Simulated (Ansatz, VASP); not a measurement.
**Two plane-wave programs on CdS**

```
Cd S
1.0
     0.10921    2.79463    2.87273
     2.97310    0.04828    2.93366
     2.93532    2.81777    0.08607
Cd S
1 1
Cartesian
  0.1193 2.7993 2.8703
  1.4949 1.4236 1.4514
```

Alike in both runs: task single point; functional PBE; k mesh 4 × 4 × 4; no spin polarisation.

|  | VASP | Ansatz |
| --- | --- | --- |
| version | VASP 6.6.1 | Ansatz 0.2.0 |
| potentials or method | VASP PAW PBE potentials, release 64 (Cd, S), cutoff 520 eV | plane waves, PAW |
| occupations | gaussian, width 0.01 eV | fixed |
| valence electrons in the cell | 18 | 26 |

Ansatz gave:

* pressure (GPa): 9.0
* traceless stress, the component that is largest in VASP (GPa): -3.79
* rms of the force components (eV/Å): 0.317

**Question.** What did VASP give for the same quantities?

**Answer.** Pressure (GPa): 9.5; traceless stress, the component that is largest in VASP (GPa): -3.87; rms of the force components (eV/Å): 0.327.

Atom by atom the forces differ by 0.011 eV/Å (rms over components). VASP's potentials hold 18 valence electrons a cell and Ansatz's 26, so a difference there can come from the potentials and not from the codes. Ansatz's warnings: stress scf threshold loose.

The k mesh is coarse, so the values compare programs but aren't converged.
